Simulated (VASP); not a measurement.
A run of VASP 6.6.1:

The input INCAR:

```
PREC = Accurate
ENCUT = 520
EDIFF = 1E-7
ISMEAR = 0
SIGMA = 0.15
LREAL = F
LASPH = T
NELM = 60
ALGO = Fast
ISIF = 2
LWAVE = F
LCHARG = F
GGA = PE
NBANDS = 10
```

KPOINTS

```
Automatic mesh
0
Gamma
  14 14 14
```

The input POSCAR:

```
Rb
1.0
   -2.4512667841      2.4512667841      3.6769001761
    2.4512667841     -2.4512667841      3.6769001761
    2.4512667841      2.4512667841     -3.6769001761
Rb
1
Direct
    0.0000000000      0.0000000000      0.0000000000
```

Potentials or basis: VASP PAW PBE potentials, release 64 (Rb_sv).

The run is started by

```console
$ cat potpaw_PBE.64/Rb_sv/POTCAR > POTCAR
$ mpirun -np 1 vasp_std > vasp.out
```

Hardware: 1 thread of Intel(R) Xeon(R) Platinum 8488C (Sapphire Rapids) (shared host).

Problem. Estimate the wall time of this run.

Solution. It took 4.5 min on 1 thread of Intel(R) Xeon(R) Platinum 8488C (Sapphire Rapids) (shared host), peak memory 0.37 GiB. Counts: scf iterations 13, k points 244.
